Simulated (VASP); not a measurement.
Wanted: the native input for a VASP 6.6.1 run.

```
Task                   : single point
Functional             : PBEsol
Potentials or basis    : VASP PAW PBE potentials, release 64 (Ge_d)
Cutoff                 : 520 eV
k mesh                 : 11 × 11 × 3
Occupations            : gaussian, width 0.15 eV
Spin                   : no spin polarisation
Dipole correction      : no
Further INCAR settings : ALGO = Normal; EDIFF = 1e-06; NBANDS = 66
```

The structure of Ge lies in POSCAR:

```
Ge
1.0
   -2.0020822485     -3.4677081753      0.0000000000
    2.0020822485     -3.4677081753      0.0000000000
    0.0000000000      0.0000000000     17.6450496104
Ge
8
Direct
    0.0000000000      0.0000000000      0.1168169074
    0.0000000000      0.0000000000      0.2556685744
    0.0000000000      0.0000000000      0.4893023891
    0.0000000000      0.0000000000      0.6281540562
    0.6666666667      0.6666666667      0.0701309953
    0.3333333333      0.3333333333      0.3023544864
    0.3333333333      0.3333333333      0.4426164771
    0.6666666667      0.6666666667      0.6748399682
```

These files were run (other wordings do the same):

INCAR

```
SYSTEM = Ge
PREC     = Accurate       ! precision mode
ENCUT    = 520            ! plane-wave cutoff, eV
EDIFF    = 1E-6           ! SCF threshold, eV
ISMEAR   = 0              ! smearing method
SIGMA    = 0.15           ! smearing width, eV
LREAL    = .False.        ! projectors in reciprocal space
LASPH    = .True.         ! aspherical terms in the spheres
NELM     = 100            ! most SCF steps
ALGO     = Normal         ! electronic algorithm
ISIF     = 2              ! what is computed and relaxed
LWAVE    = .False.        ! write WAVECAR
LCHARG   = .False.        ! write CHGCAR
GGA      = PS             ! functional
NBANDS   = 66             ! bands
```

KPOINTS

```
regular mesh
0
Gamma
  11 11 3
  0 0 0
```

Potentials or basis: VASP PAW PBE potentials, release 64 (Ge_d).

The run is started by

```console
$ cat potpaw_PBE.64/Ge_d/POTCAR > POTCAR
$ mpirun -np 1 vasp_std > vasp.out
```

It gave:

The pressure is 0.3 GPa. The largest force is 0.316 eV/Å. The band gap on the k mesh is zero (band 56 reaches 2.34 eV, above the bottom of band 57 at 1.83 eV).

Caveat: the PAW data sets were made with another functional, which shifts forces and pressure a little.

Run time: 13 min on 1 thread of Oxide Virtual Turin-like Processor, with other jobs on the host, peak memory 0.51 GiB.
